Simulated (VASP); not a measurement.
A run of VASP 6.6.1 is set up as follows.

The input POSCAR:

```
HfRu3
1.0
    3.9557730000      0.0000000000      0.0000000000
    0.0000000000      3.9557730000      0.0000000000
    0.0000000000      0.0000000000      3.9557730000
Hf Ru
1 3
Direct
    0.0000000000      0.0000000000      0.0000000000
    0.5000000000      0.5000000000      0.0000000000
    0.0000000000      0.5000000000      0.5000000000
    0.5000000000      0.0000000000      0.5000000000
```

The input INCAR.step1:

```
SYSTEM = HfRu3
PREC = Accurate ; ENCUT = 550
ISMEAR = -1 ; SIGMA = 0.1
LREAL = .FALSE. ; LASPH = .TRUE.
NELM = 120 ; NBANDS = 34
GGA = PE ; ALGO = Normal
EDIFF = 1E-5 ; LWAVE = .TRUE.
LCHARG = .FALSE. ; GGA_COMPAT = .FALSE.
```

The input INCAR.step2:

```
SYSTEM = HfRu3
PREC = Accurate ; ENCUT = 550
EDIFF = 1E-6 ; ISMEAR = -1
SIGMA = 0.1 ; LREAL = .FALSE.
LASPH = .TRUE. ; NELM = 120
ALGO = Normal ; ISIF = 2
LWAVE = .FALSE. ; LCHARG = .FALSE.
METAGGA = R2SCAN ; LMIXTAU = .TRUE.
NBANDS = 34 ; ISTART = 1
GGA_COMPAT = .FALSE.
```

Contents of KPOINTS:

```
Automatic mesh
0
G
  6 6 6
  0 0 0
```

Potentials or basis: VASP PAW PBE potentials, release 64 (Hf_pv, Ru_pv).

Command:

```console
$ cat potpaw_PBE.64/Hf_pv/POTCAR potpaw_PBE.64/Ru_pv/POTCAR > POTCAR
$ cp INCAR.step1 INCAR
$ mpirun -np 1 vasp_std > vasp.out
$ cp INCAR.step2 INCAR
$ mpirun -np 1 vasp_std > vasp.out
```

Estimate the pressure.

-6.0 GPa.

What does it give for the band gap on the k mesh?

Zero (bands 26 and 27 overlap by 3.08 eV).

Caveat: the cell stands under tension; the PAW data sets were made with another functional, which shifts forces and pressure a little; spin-orbit coupling is left out, which moves the levels of the heavy elements.
